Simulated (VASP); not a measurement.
A run of VASP 6.6.1 is set up as follows.

INCAR

```
ALGO     = Normal         # electronic algorithm
DIPOL    = 0.5 0.5 0.325
EDIFF    = 1E-6           # SCF threshold, eV
ENCUT    = 520            # plane-wave cutoff, eV
GGA      = PE             # functional
IDIPOL   = 3            
ISIF     = 2              # what is computed and relaxed
ISMEAR   = 0              # smearing method
ISPIN    = 2              # spin polarisation
KPAR     = 4            
LASPH    = T              # aspherical terms in the spheres
LCHARG   = T              # write CHGCAR
LDIPOL   = T            
LORBIT   = 11             # projections on sites
LREAL    = Auto         
LVACPOTAV= T            
LVHAR    = T            
LWAVE    = F              # write WAVECAR
MAGMOM   = 0 0 0 0 0 0 0 0 0 0 0 0 0 0 0 0 2 # initial moments
NBANDS   = 53             # bands
NELM     = 150            # most SCF steps
PREC     = Accurate       # precision mode
SIGMA    = 0.05           # smearing width, eV
```

Contents of KPOINTS:

```
k-points
0
Gamma
  4 4 1
```

The input POSCAR:

```
Si16S
1.0
    7.7021644573      0.0000000000      0.0000000000
    0.0000000000      6.3646810416      0.0000000000
    0.0000000000      0.0000000000     19.7525435450
Si S
16 1
Direct
    0.0000000000      0.9370679285      0.2025055655
    0.5000000000      0.9370679285      0.2025055655
    0.0000000000      0.5629320715      0.2025055655
    0.5000000000      0.5629320715      0.2025055655
    0.2500000000      0.4370679285      0.2587875161
    0.7500000000      0.4370679285      0.2587875161
    0.2500000000      0.0629320715      0.2587875161
    0.7500000000      0.0629320715      0.2587875161
    0.2500000000      0.9333044709      0.3720589478
    0.7500000000      0.9333044709      0.3720589478
    0.2500000000      0.5666955291      0.3720589478
    0.7500000000      0.5666955291      0.3720589478
    0.0000000000      0.4259907579      0.4177964993
    0.5000000000      0.4259907579      0.4177964993
    0.0000000000      0.0740092421      0.4177964993
    0.5000000000      0.0740092421      0.4177964993
    0.0000000000      1.0926574246      0.5228411010
```

Potentials or basis: VASP PAW PBE potentials, release 64 (Si, S).

Launch:

```bash
$ cat potpaw_PBE.64/Si/POTCAR potpaw_PBE.64/S/POTCAR > POTCAR
$ mpirun -np 4 vasp_std > vasp.out
```

(1) Predict the largest force.

(2) What does it give for the site moments?

(3) Predict the net moment.

## Answers

(1) 1.051 eV/Å.

(2) Si +0.03, +0.04, -0.03, -0.02, +0.00, +0.01, -0.00, -0.01 (each value once); S +0.01 μB.

(3) 0.15 μB per cell.
